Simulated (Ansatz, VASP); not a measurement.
InP: VASP beside Ansatz

```xyz
2
Lattice="2.9997 0.0000 0.0000 -1.4998 2.5978 0.0000 0.0000 0.0000 5.4851" Properties=species:S:1:pos:R:3 pbc="T T T"
In    0.0000    0.0000    3.8335
P     0.0000    0.0000    1.0912
```

Alike in both runs: functional PBE; k mesh 7 × 7 × 4; occupations gaussian, width 0.2 eV; no spin polarisation.

Ansatz relaxed the structure, and its values are those at the end. VASP's run is a single point on that final structure, the one shown.

|  | VASP | Ansatz |
| --- | --- | --- |
| version | VASP 6.6.1 | Ansatz 0.2.0 |
| potentials or method | VASP PAW PBE potentials, release 64 (In_d, P), cutoff 500 eV | scalar-relativistic, plane waves, PAW |
| valence electrons in the cell | 18 | 18 |

|  | VASP | Ansatz | Ansatz less VASP |
| --- | --- | --- | --- |
| gap on the k mesh at the Fermi level (eV) | none | none | - |
| pressure (GPa) | -0.1 | -0.1 | +0.01 |

A gap of «none» marks a metal or a gap that the smearing closes.
